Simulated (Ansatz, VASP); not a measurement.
**Si5S in VASP and in Ansatz**

```
Si S
1.0
     4.84598    0.00000    0.00000
    -2.42299    4.19675    0.00000
     0.00000    0.00000    4.44384
Si S
5 1
Direct
  0.64191 0.00000 0.00000
  0.00000 0.64191 0.00000
  0.35809 0.35809 0.00000
  0.33333 0.66667 0.50000
  0.66667 0.33333 0.50000
  0.00000 0.00000 0.50000
```

Change from the starting cell: species swapped into the Hf5Sc type (P-62m, No. 189).

Alike in both runs: functional PBE; k mesh 6 × 6 × 4; occupations gaussian, width 0.1 eV; no spin polarisation.

Ansatz relaxed the structure, and its values are those at the end. VASP's run is a single point on that final structure, the one shown.

|  | VASP | Ansatz |
| --- | --- | --- |
| version | VASP 6.6.1 | Ansatz 0.2.0 |
| potentials or method | VASP PAW PBE potentials, release 64 (Si, S), cutoff 520 eV | scalar-relativistic, plane waves, PAW |
| valence electrons in the cell | 26 | 26 |

Ansatz gave:

```
gap on the k mesh at the Fermi level (eV) : none
pressure (GPa)                            : -0.2
rms of the force components (eV/Å)        : 0.012
```

Problem. Estimate VASP's values.

Solution. gap on the k mesh at the Fermi level (eV): none; pressure (GPa): -0.2; rms of the force components (eV/Å): 0.013.

A gap of «none» marks a metal or a gap that the smearing closes.
